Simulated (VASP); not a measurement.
BiO5, 6 atoms in the cell. The structure is tetragonal, space group I4/m (No. 87). Conventional cell: a = 5.751 Å, b = 5.751 Å, c = 4.818 Å, α = 90.00°, β = 90.00°, γ = 90.00°. Bi (site symmetry 4/m) has 6 O at 2.41 to 2.46 Å within 3.2 Å. O (site symmetry m) has 1 O at 1.30 Å within 1.7 Å. Within 3.2 Å of O (site symmetry 4/m) lie 2 Bi at 2.41 Å and 4 O at 2.46 Å. 

* Program: VASP 6.6.1
* Task: single point
* Functional: PBE
* Potentials or basis: VASP PAW PBE potentials, release 64 (Bi_d, O)
* Cutoff: 600 eV
* k mesh: 5 × 5 × 5
* Occupations: gaussian, width 0.2 eV
* Spin: no spin polarisation
* Dipole correction: no
* Further INCAR settings: ALGO = Normal; EDIFF = 1e-06; NBANDS = 32

Potentials or basis: VASP PAW PBE potentials, release 64 (Bi_d, O).

The run is started by

```sh
$ cat potpaw_PBE.64/Bi_d/POTCAR potpaw_PBE.64/O/POTCAR > POTCAR
$ mpirun -np 1 vasp_std > vasp.out
```

Hardware: 1 thread of Intel(R) Xeon(R) 6975P-C (Granite Rapids), on a shared host.

Task: Estimate the wall time of this run.

Result: Wall time 41 s on 1 thread of Intel(R) Xeon(R) 6975P-C (Granite Rapids) (shared host), peak memory 0.25 GiB. Counts: scf iterations 17, k points 21.
